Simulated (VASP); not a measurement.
# Rh in VASP: a series of runs

Runs on Rh. Level: PBE. Tasks: single point.

Program: VASP 6.6.1. These are calculated values, not measurements. Logs are shortened: lines on timing, memory, paths and dates and some standing lists are left out, and cuts for length are marked.

### Step 1. The cell of the first run

It takes space group Fm-3m (No. 225, cubic). Conventional cell: a = 3.803 Å, b = 3.803 Å, c = 3.803 Å, α = 90.00°, β = 90.00°, γ = 90.00°. Rh (site symmetry m-3m) has 12 Rh at 2.69 Å within 3.5 Å.

### Step 2. Single point, PBE, non-collinear spin, zero start, spin-orbit coupling

INCAR reads:

```
PREC = Accurate ; ENCUT = 520
EDIFF = 1E-6 ; ISMEAR = -1
SIGMA = 0.08 ; LREAL = F
LASPH = T ; NELM = 150
ALGO = Normal ; ISIF = 2
LWAVE = F ; LCHARG = T
MAGMOM = 0 0 0 ; LORBIT = 11
LSORBIT = T ; GGA_COMPAT = F
LORBMOM = T ; LMAXMIX = 4
GGA = PE ; LVHAR = T
NBANDS = 26
```

KPOINTS reads:

```
Automatic mesh
0
Gamma
  16 16 16
```

POSCAR reads:

```
Rh
1.0
    0.0000000000      1.9015500000      1.9015500000
    1.9015500000      0.0000000000      1.9015500000
    1.9015500000      1.9015500000      0.0000000000
Rh
1
Direct
    0.0000000000      0.0000000000      0.0000000000
```

Potentials or basis: VASP PAW PBE potentials, release 64 (Rh_pv).

On the command line:

```
cat potpaw_PBE.64/Rh_pv/POTCAR > POTCAR
mpirun -np 1 vasp_ncl > vasp.out
```

OUTCAR:

```text
PREC = Accurate
   ENCUT = 520
   EDIFF = 1E-6
   ISMEAR = -1
   LREAL = F
   LASPH = T
   NELM = 150
   ISIF = 2
   LORBIT = 11
   LSORBIT = T
   GGA = PE

 ion  position               nearest neighbor table
   1  0.000  0.000  0.000-

  LATTYP: Found a face centered cubic cell.
 ALAT       =     3.8031000000

  Lattice vectors:

 A1 = (   0.0000000000,   1.9015500000,   1.9015500000)
 A2 = (   1.9015500000,   0.0000000000,   1.9015500000)
 A3 = (   1.9015500000,   1.9015500000,   0.0000000000)

Analysis of symmetry for initial positions (statically):
=====================================================================
 Subroutine PRICEL returns:
 Original cell was already a primitive cell.

 Routine SETGRP: Setting up the symmetry group for a
 face centered cubic supercell.

 Subroutine GETGRP returns: Found 48 space group operations
 (whereof 48 operations were pure point group operations)
 out of a pool of 48 trial point group operations.

The static configuration has the point symmetry O_h .

Analysis of symmetry for dynamics (positions and initial velocities):
=====================================================================
 Subroutine PRICEL returns:
 Original cell was already a primitive cell.

 Routine SETGRP: Setting up the symmetry group for a
 face centered cubic supercell.

 Subroutine GETGRP returns: Found 48 space group operations
 (whereof 48 operations were pure point group operations)
 out of a pool of 48 trial point group operations.

The dynamic configuration has the point symmetry O_h .

Analysis of structural, dynamic, and magnetic symmetry:
=====================================================================
 Subroutine PRICEL returns:
 Original cell was already a primitive cell.

 Routine SETGRP: Setting up the symmetry group for a
 face centered cubic supercell.

 Subroutine GETGRP returns: Found 48 space group operations
 (whereof 48 operations were pure point group operations)
 out of a pool of 48 trial point group operations.

The overall configuration has the point symmetry O_h .

 Subroutine INISYM returns: Found 48 space group operations
 (whereof 48 operations are pure point group operations),
 and found     1 'primitive' translations

----------------------------------------------------------------------------------------

                                     Primitive cell

  volume of cell :      13.7516

  direct lattice vectors                    reciprocal lattice vectors
     0.000000000  1.901550000  1.901550000    -0.262943388  0.262943388  0.262943388
     1.901550000  0.000000000  1.901550000     0.262943388 -0.262943388  0.262943388
     1.901550000  1.901550000  0.000000000     0.262943388  0.262943388 -0.262943388

  length of vectors
     2.689197800  2.689197800  2.689197800     0.455431308  0.455431308  0.455431308

  position of ions in fractional coordinates (direct lattice)
     0.000000000  0.000000000  0.000000000

  ion indices of the primitive-cell ions
   primitive index   ion index
                 1           1

----------------------------------------------------------------------------------------

 KPOINTS: Automatic mesh

Automatic generation of k-mesh.
 Grid dimensions read from file:
 generate k-points for:   16   16   16

 Generating k-lattice:

  Cartesian coordinates                     Fractional coordinates (reciprocal lattice)
    -0.016433962  0.016433962  0.016433962     0.062500000  0.000000000  0.000000000
     0.016433962 -0.016433962  0.016433962     0.000000000  0.062500000  0.000000000
     0.016433962  0.016433962 -0.016433962     0.000000000  0.000000000  0.062500000

  Length of vectors
     0.028464457  0.028464457  0.028464457

  Shift w.r.t. Gamma in fractional coordinates (k-lattice)
     0.000000000  0.000000000  0.000000000

 Subroutine IBZKPT returns following result:
 ===========================================

 Found    145 irreducible k-points:

 Following reciprocal coordinates:
            Coordinates               Weight
  0.000000  0.000000  0.000000      1.000000
  0.062500  0.000000  0.000000      8.000000
  0.125000  0.000000  0.000000      8.000000
  0.187500  0.000000  0.000000      8.000000
  0.250000  0.000000  0.000000      8.000000
  0.312500  0.000000  0.000000      8.000000
[... 16 lines left out ...]
 -0.125000  0.062500  0.000000     24.000000
 -0.062500  0.062500  0.000000     12.000000
 [... further k-points ...]
   k-points           NKPTS =    145   k-points in BZ     NKDIM =    145   number of bands    NBANDS=     26
   number of dos      NEDOS =    301   number of ions     NIONS =      1
   total plane-waves  NPLWV =   8000
   dimension x,y,z NGX =    20 NGY =   20 NGZ =   20
   dimension x,y,z NGXF=    40 NGYF=   40 NGZF=   40
   ions per type =               1
   NGX,Y,Z   is equivalent  to a cutoff of  12.36, 12.36, 12.36 a.u.
   NGXF,Y,Z  is equivalent  to a cutoff of  24.73, 24.73, 24.73 a.u.
 SYSTEM =  unknown system
   PREC   = accura    normal or accurate (medium, high low for compatibility)
   ISTART =      0    job   : 0-new  1-cont  2-samecut
   ICHARG =      2    charge: 1-file 2-atom 10-const
   ISPIN  =      1    spin polarized calculation?
   LNONCOLLINEAR =      T non collinear calculations
   LSORBIT =      T    spin-orbit coupling
   LASPH  =      T    aspherical Exc in radial PAW
   ENCUT  =  520.0 eV  38.22 Ry    6.18 a.u.   5.00  5.00  5.00*2*pi/ulx,y,z
   NELM   =    150;   NELMIN=  2; NELMDL= -5     # of ELM steps
   EDIFF  = 0.1E-05   stopping-criterion for ELM
   LREAL  =      F    real-space projection
   EDIFFG = 0.1E-04   stopping-criterion for IOM
   NSW    =      0    number of steps for IOM
   IBRION =     -1    ionic relax: 0-MD 1-quasi-New 2-CG
   NFREE  =      0    steps in history (QN), initial steepest desc. (CG)
   ISIF   =      2    stress and relaxation
   ISYM   =      2    0-nonsym 1-usesym 2-fastsym
   POTIM  = 0.5000    time-step for ionic-motion
   TEBEG  =    0.0;   TEEND  =   0.0 temperature during run
   PSTRESS=    0.0 pullay stress
   NELECT =      15.0000    total number of electrons
   NUPDOWN=      -1.0000    fix difference up-down
   EMIN   =  10.00;   EMAX   =-10.00  energy-range for DOS
   EFERMI =   0.00;   METHOD = LEGACY
   ISMEAR =    -1;   SIGMA  =   0.08  broadening in eV -4-tet -1-fermi 0-gaus
   EFERMI_NEDOS =   21; number of points for ismear=-14 and -15
   IALGO  =     38    algorithm
   IMIX   =      4    mixing-type and parameters
     AMIX     =   0.40;   BMIX     =  1.00
     AMIX_MAG =   1.60;   BMIX_MAG =  1.00
  volume/ion in A,a.u.               =      13.75        92.80
  Fermi-wavevector in a.u.,A,eV,Ry     =   1.685211  3.184586 38.639656  2.839935
  Thomas-Fermi vector in A             =   2.768095
   LORBIT       =     11    0 simple, 1 ext, 2 COOP (PROOUT), +10 PAW based schemes
   GGA     = PE    functional components
   LHFCALC =     F    Hartree Fock is set to
   AEXX    =    0.0000 exact exchange contribution
   IVDW    =     0    specifies the selected vdW correction
   LEPSILON=     F    determine dielectric tensor
   LRPA    =     F    only Hartree local field effects (RPA)
  energy-cutoff  :      520.00
  volume of cell :       13.75
 maximum number of plane-waves:       776
   NGX =  9   NGY =  9   NGZ =  9

 number of electron      15.0000000 magnetization       0.0000000      0.0000000      0.0000000

 number of electron      15.0000007 magnetization      -0.0000000      0.0000000     -0.0000000

 number of electron      15.0000007 magnetization       0.0000000     -0.0000000      0.0000000

 Free energy of the ion-electron system (eV)
  ---------------------------------------------------
  ext. energy  EPLUGINS =         0.00000000
  ---------------------------------------------------
  free energy    TOTEN  =        -7.42229884 eV

  energy without entropy =       -7.39231471  energy(sigma->0) =       -7.40730678

 E-fermi :  11.8998     XC(G=0): -14.0295

 val. band max:       11.8976427708   @ k =  -0.3750   0.0625   0.0000
 cond. band min:      11.9039118168   @ k =   0.3125   0.2500   0.0000
 fundamental gap:      0.0062690460
 Fermi energy:        11.8997755465

 k-point     1 :       0.0000    0.0000    0.0000
  band No.  band energies     occupation
      1     -37.0626      1.00000
      2     -37.0626      1.00000
      3     -33.2102      1.00000
      4     -33.2102      1.00000
      5     -33.2101      1.00000
      6     -33.2101      1.00000
[... 18 lines left out ...]
     25      33.4064      0.00000
     26      33.4064      0.00000

 k-point     2 :       0.0625    0.0000    0.0000
  band No.  band energies     occupation
      1     -37.0728      1.00000
      2     -37.0728      1.00000
      3     -33.2326      1.00000
      4     -33.2326      1.00000
      5     -33.2144      1.00000
      6     -33.2144      1.00000
[... 18 lines left out ...]
     25      33.5543      0.00000
     26      33.6309      0.00000

 k-point     3 :       0.1250    0.0000    0.0000
  band No.  band energies     occupation
      1     -37.1021      1.00000
      2     -37.1021      1.00000
      3     -33.2958      1.00000
      4     -33.2958      1.00000
      5     -33.2264      1.00000
      6     -33.2264      1.00000
[... 572 lines left out ...]
 k-point    23 :      -0.1250    0.0625    0.0000
  band No.  band energies     occupation
      1     -37.1236      1.00000
      2     -37.1236      1.00000
      3     -33.3365      1.00000
      4     -33.3365      1.00000
      5     -33.2403      1.00000
      6     -33.2403      1.00000
[... 18 lines left out ...]
     25      33.6845      0.00000
     26      33.6845      0.00000

 k-point    24 :      -0.0625    0.0625    0.0000
  band No.  band energies     occupation
      1     -37.0893      1.00000
      2     -37.0893      1.00000
      3     -33.2660      1.00000
      4     -33.2660      1.00000
      5     -33.2239      1.00000
      6     -33.2239      1.00000
[... 18 lines left out ...]
     25      33.4034      0.00000
     26      33.4034      0.00000

 [... further k-points ...]

------------------------ aborting loop because EDIFF is reached ----------------------------------------

  FORCE on cell =-STRESS in cart. coord.  units (eV):
  Direction    XX          YY          ZZ          XY          YZ          ZX
  --------------------------------------------------------------------------------------
  -------------------------------------------------------------------------------------
  Total        0.5466987      0.5466987      0.5466987      0.0000000      0.0000000      0.0000000
  in kB       63.6950057     63.6950057     63.6950057      0.0000000      0.0000000      0.0000000
  external PRESSURE =      63.6950057 kB  Pullay stress =       0.0000000 kB

 VOLUME and BASIS-vectors are now :
 -----------------------------------------------------------------------------
  energy-cutoff  :      520.00
  volume of cell :       13.75
      direct lattice vectors                 reciprocal lattice vectors
     0.000000000  1.901550000  1.901550000    -0.262943388  0.262943388  0.262943388
     1.901550000  0.000000000  1.901550000     0.262943388 -0.262943388  0.262943388
     1.901550000  1.901550000  0.000000000     0.262943388  0.262943388 -0.262943388

 POSITION                                       TOTAL-FORCE (eV/Angst)
 -----------------------------------------------------------------------------------
      0.00000      0.00000      0.00000         0.000000     -0.000000     -0.000000
 -----------------------------------------------------------------------------------
    total drift:                                0.000000      0.000000      0.000000

  FREE ENERGIE OF THE ION-ELECTRON SYSTEM (eV)
  ---------------------------------------------------
  free  energy   TOTEN  =        -7.4222988430 eV

  energy  without entropy=       -7.3923147115  energy(sigma->0) =       -7.40730678

 orbital moment (x)

 # of ion     p       d       tot
 ----------------------------------------
  1        -0.000  -0.000  -0.000
 ----------------------------------------
           -0.000  -0.000  -0.000

 orbital moment (y)

 # of ion     p       d       tot
 ----------------------------------------
  1         0.000   0.000   0.000
 ----------------------------------------
            0.000   0.000   0.000

 orbital moment (z)

 # of ion     p       d       tot
 ----------------------------------------
  1         0.000   0.000   0.000
 ----------------------------------------
            0.000   0.000   0.000

 Spin-Orbit-Coupling matrix elements

 Ion:    1  E_soc:     -0.3082741
 l=   1
     0.0000000    -0.0413006    -0.0413006
    -0.0413006     0.0000000    -0.0413006
    -0.0413006    -0.0413006     0.0000000
 l=   2
     0.0000000    -0.0018233     0.0000000    -0.0018233    -0.0082551
    -0.0018233     0.0000000    -0.0061914    -0.0018233    -0.0020638
     0.0000000    -0.0061914     0.0000000    -0.0061914     0.0000000
    -0.0018233    -0.0018233    -0.0061914     0.0000000    -0.0020638
    -0.0082551    -0.0020638     0.0000000    -0.0020638     0.0000000
 l=   3
     0.0000000     0.0000000     0.0000000     0.0000000     0.0000000     0.0000000     0.0000000
     0.0000000     0.0000000     0.0000000     0.0000000     0.0000000     0.0000000     0.0000000
     0.0000000     0.0000000     0.0000000     0.0000000     0.0000000     0.0000000     0.0000000
     0.0000000     0.0000000     0.0000000     0.0000000     0.0000000     0.0000000     0.0000000
     0.0000000     0.0000000     0.0000000     0.0000000     0.0000000     0.0000000     0.0000000
     0.0000000     0.0000000     0.0000000     0.0000000     0.0000000     0.0000000     0.0000000
     0.0000000     0.0000000     0.0000000     0.0000000     0.0000000     0.0000000     0.0000000

 total charge

# of ion       s       p       d       tot
------------------------------------------
    1        0.413   6.303   7.075  13.791

 magnetization (x)

# of ion       s       p       d       tot
------------------------------------------
    1        0.000  -0.000   0.000   0.000

 magnetization (y)

# of ion       s       p       d       tot
------------------------------------------
    1        0.000   0.000   0.000   0.000

 magnetization (z)

# of ion       s       p       d       tot
------------------------------------------
    1       -0.000  -0.000   0.000   0.000
```

Run time: 2.5 min. Hardware: 1 thread of Intel Xeon 8259CL, shared host; peak memory 0.21 GiB.

Results:

- Free energy: -7.4223 eV
- Pressure: 6.4 GPa
- Net moment: 0.00 μB per cell
- Valence electrons inside the program's atomic spheres: Rh 13.79

Moments on the atoms (μB; x, y, z):
```
Rh  0.00 0.00 0.00
```

### Step 3. Single point, PBE (zz strain of -3 %)

INCAR reads:

```
PREC = Accurate
ENCUT = 520
EDIFF = 1E-6
ISMEAR = -1
SIGMA = 0.08
LREAL = False
LASPH = True
NELM = 100
ALGO = Normal
ISIF = 2
LWAVE = False
LCHARG = False
GGA = PE
NBANDS = 14
```

KPOINTS reads:

```
regular mesh
0
Gamma
  16 16 16
```

POSCAR reads:

```
Rh
1.0
    0.0000000000      1.9015500000      1.8445035000
    1.9015500000      0.0000000000      1.8445035000
    1.9015500000      1.9015500000      0.0000000000
Rh
1
Direct
    0.0000000000      0.0000000000      0.0000000000
```

Potentials or basis: VASP PAW PBE potentials, release 64 (Rh_pv).

On the command line:

```
cat potpaw_PBE.64/Rh_pv/POTCAR > POTCAR
mpirun -np 1 vasp_std > vasp.out
```

OUTCAR:

```text
PREC = Accurate
   ENCUT = 520
   EDIFF = 1E-6
   ISMEAR = -1
   LREAL = False
   LASPH = True
   NELM = 100
   ISIF = 2
   GGA = PE

 ion  position               nearest neighbor table
   1  0.000  0.000  0.000-

  LATTYP: Found a body centered tetragonal cell.
 ALAT       =     2.6891977995
 C/A-ratio  =     1.3717871555

  Lattice vectors:

 A1 = (   0.0000000000,  -1.9015500000,  -1.8445035000)
[... 584 lines left out ...]
     11      32.2334      0.00000
     12      32.9220      0.00000
     13      34.5915      0.00000
     14      34.7836      0.00000

 [... further k-points ...]

------------------------ aborting loop because EDIFF is reached ----------------------------------------

  FORCE on cell =-STRESS in cart. coord.  units (eV):
  Direction    XX          YY          ZZ          XY          YZ          ZX
  --------------------------------------------------------------------------------------
  -------------------------------------------------------------------------------------
  Total        1.0841577      1.0841577      1.7340978      0.0000000     -0.0000000      0.0000000
  in kB      130.2201087    130.2201087    208.2855752      0.0000000     -0.0000000      0.0000000
  external PRESSURE =     156.2419308 kB  Pullay stress =       0.0000000 kB

 VOLUME and BASIS-vectors are now :
 -----------------------------------------------------------------------------
  energy-cutoff  :      520.00
  volume of cell :       13.34
      direct lattice vectors                 reciprocal lattice vectors
     0.000000000  1.901550000  1.844503500    -0.262943388  0.262943388  0.271075658
     1.901550000  0.000000000  1.844503500     0.262943388 -0.262943388  0.271075658
     1.901550000  1.901550000  0.000000000     0.262943388  0.262943388 -0.271075658

 POSITION                                       TOTAL-FORCE (eV/Angst)
 -----------------------------------------------------------------------------------
      0.00000      0.00000      0.00000        -0.000000     -0.000000      0.000000
 -----------------------------------------------------------------------------------
    total drift:                               -0.000000     -0.000000     -0.000000

  FREE ENERGIE OF THE ION-ELECTRON SYSTEM (eV)
  ---------------------------------------------------
  free  energy   TOTEN  =        -7.2332635076 eV

  energy  without entropy=       -7.2050038893  energy(sigma->0) =       -7.21913370
```

stdout:

```text
POSCAR found type information on POSCAR Rh
 POSCAR found :  1 types and       1 ions
 scaLAPACK will be used
 LDA part: xc-table for (Slater+PW92), standard interpolation
 POSCAR, INCAR and KPOINTS ok, starting setup
 FFT: planning ... GRIDC
 FFT: planning ... GRID_SOFT
 FFT: planning ... GRID
 WAVECAR not read
 entering main loop
```

Wall time 87 s (1 thread of AMD EPYC 7R13, shared host); peak memory 0.14 GiB.

What came out:

```
Free energy : -7.2333 eV
Pressure    : 15.6 GPa
```

Levels at points of the mesh, in eV from the Fermi level:
```tsv
k point	band 4	band 5	band 6	band 7	band 8	band 9	band 10	band 11
(0.00, 0.00, 0.00)	-8.17	-3.32	-3.32	-2.99	-1.23	-0.83	15.99	20.46
(0.50, 0.00, 0.00)	-6.37	-3.48	-3.12	0.52	0.70	0.71	8.98	15.48
(0.50, 0.50, 0.00)	-6.61	-6.23	0.57	1.07	1.07	3.77	13.14	13.14
(0.50, 0.00, 0.50)	-6.59	-6.20	0.58	0.90	1.19	3.09	12.39	13.52
```

Caveat: the cell differs from its parent crystal (zz strain of -3 %).

[end of part 1 of 2]
